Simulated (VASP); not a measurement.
A run of VASP 6.6.1 is set up as follows.

INCAR

```
SYSTEM = ZrB
ALGO = Normal ; EDIFF = 1E-6
ENCUT = 520 ; GGA = PE
ISIF = 2 ; ISMEAR = -1
LASPH = .True. ; LCHARG = .False.
LREAL = .False. ; LWAVE = .False.
NBANDS = 14 ; NELM = 80
PREC = Accurate ; SIGMA = 0.05
```

File KPOINTS:

```
k-points
0
Gamma
  10 10 10
  0 0 0
```

POSCAR

```
ZrB
1.0
    0.0000000000      2.4518709324      2.4518709324
    2.4518709324      0.0000000000      2.4518709324
    2.4518709324      2.4518709324      0.0000000000
Zr B
1 1
Direct
    0.0000000000      0.0000000000      0.0000000000
    0.5000000000      0.5000000000      0.5000000000
```

Potentials or basis: VASP PAW PBE potentials, release 64 (Zr_sv, B).

Launch:

```bash
$ cat potpaw_PBE.64/Zr_sv/POTCAR potpaw_PBE.64/B/POTCAR > POTCAR
$ mpirun -np 1 vasp_std > vasp.out
```

Problem. Predict the pressure.

Solution. 0.1 GPa.
